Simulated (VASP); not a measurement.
Here is a VASP 6.6.1 calculation.

Contents of INCAR:

```
PREC     = Accurate       # precision mode
ENCUT    = 600            # plane-wave cutoff, eV
EDIFF    = 1E-7           # SCF threshold, eV
ISMEAR   = 0              # smearing method
SIGMA    = 0.1            # smearing width, eV
LREAL    = F              # projectors in reciprocal space
LASPH    = T              # aspherical terms in the spheres
NELM     = 100            # most SCF steps
ALGO     = Normal         # electronic algorithm
ISIF     = 3              # what is computed and relaxed
LWAVE    = F              # write WAVECAR
LCHARG   = F              # write CHGCAR
GGA      = PE             # functional
IBRION   = 2              # ionic algorithm
NSW      = 90             # ionic steps
EDIFFG   = -0.04          # ionic threshold
```

Contents of KPOINTS:

```
regular mesh
0
Gamma
  4 4 4
```

The input POSCAR:

```
Al3GaAs4
1.0
    5.5585517300      0.0000000000      0.0000000000
    0.0000000000      5.5585517300      0.0000000000
    0.0000000000      0.0000000000      5.5585517300
Al Ga As
3 1 4
Direct
    0.0000000000      0.5000000000      0.5000000000
    0.5000000000      0.5000000000      0.0000000000
    0.5000000000      0.0000000000      0.5000000000
    0.0000000000      0.0000000000      0.0000000000
    0.7384977300      0.7384977300      0.2615022700
    0.7384977300      0.2615022700      0.7384977300
    0.2615022700      0.7384977300      0.7384977300
    0.2615022700      0.2615022700      0.2615022700
```

Potentials or basis: VASP PAW PBE potentials, release 64 (Al, Ga_d, As).

Launch:

```bash
$ cat potpaw_PBE.64/Al/POTCAR potpaw_PBE.64/Ga_d/POTCAR potpaw_PBE.64/As/POTCAR > POTCAR
$ mpirun -np 1 vasp_std > vasp.out
```

Task: Predict the relaxed cell.

Result: a = 5.735 Å, b = 5.735 Å, c = 5.735 Å, α = 90.00°, β = 90.00°, γ = 90.00°.

Task: Estimate the band gap on the k mesh.

Result: 1.02 eV (least direct gap 1.16 eV).

Task: Estimate the relaxed volume.

Result: 23.57 Å³/atom.

The path:
```
step  energy change (eV)  largest force (eV/Å)  pressure (GPa)  volume (Å³)
   1              0.0000                1.2795            8.17       171.75
   2             -0.4924                0.3747           -3.33       200.40
   3             -0.5728                0.5952           -0.81       191.76
   4             -0.6338                0.3083           -0.39       190.14
   5             -0.6536                0.0005            0.09       188.59
```

A k mesh can miss the band edges.
